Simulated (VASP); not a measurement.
**ZnCu: relaxation of cell and atoms with PBEsol**

The system is ZnCu.

```xyz
2
Lattice="2.9450 0.0000 0.0000 0.0000 2.9450 0.0000 0.0000 0.0000 2.9450" Properties=species:S:1:pos:R:3 pbc="T T T"
Zn    1.4725    1.4725    1.4725
Cu    0.0000    0.0000    0.0000
```

```
Program                : VASP 6.6.1
Task                   : relaxation of cell and atoms
Functional             : PBEsol
Potentials or basis    : VASP PAW PBE potentials, release 64 (Zn, Cu)
Cutoff                 : 600 eV
k mesh                 : 11 × 11 × 11
Occupations            : fermi-dirac, width 0.1 eV
Spin                   : no spin polarisation
Dipole correction      : no
Further INCAR settings : ALGO = Normal; EDIFF = 1e-06; IBRION = 2; EDIFFG = -0.01; NSW = 80; ISIF = 3
```

```json
{
  "Relaxed volume": "12.36 Å³/atom",
  "Relaxed cell": "a = 2.913 Å, b = 2.913 Å, c = 2.913 Å, α = 90.00°, β = 90.00°, γ = 90.00°",
  "Space group after relaxing (to 0.1 Å)": "Pm-3m (No. 221)",
  "Energy gained by relaxing": "5.5 meV/atom",
  "Ionic steps": "3",
  "Pressure after relaxing": "0.0 GPa",
  "Band gap on the k mesh": "zero (an odd number of electrons rules out a gap without spin polarisation)"
}
```

Step by step:
```tsv
step	energy change (eV)	largest force (eV/Å)	pressure (GPa)	volume (Å³)
1	0.0000	0.0000	-4.20	25.54
2	-0.0085	0.0000	2.25	24.32
3	-0.0111	0.0000	0.02	24.71
```

Final structure:
```yaml
crystal:
  lattice:
    - [2.91283, 0.00000, 0.00000]
    - [0.00000, 2.91283, 0.00000]
    - [0.00000, 0.00000, 2.91283]
  atoms:
    - { symbol: Zn, position: [0.50000, 0.50000, 0.50000] }
    - { symbol: Cu, position: [0.00000, 0.00000, 0.00000] }
```

Levels at points of the mesh, in eV from the Fermi level:
| k point | band 8 | band 9 | band 10 | band 11 | band 12 | band 13 | band 14 | band 15 |
| --- | --- | --- | --- | --- | --- | --- | --- | --- |
| (0.00, 0.00, 0.00) | -3.63 | -2.75 | -2.75 | -2.75 | 6.35 | 6.35 | 6.35 | 11.51 |

Wall time 19 s on 1 thread of AMD EPYC 9R45 96-Core Processor (Zen 5) (shared host), peak memory 0.13 GiB.

Caveat: the PAW data sets were made with another functional, which shifts forces and pressure a little.
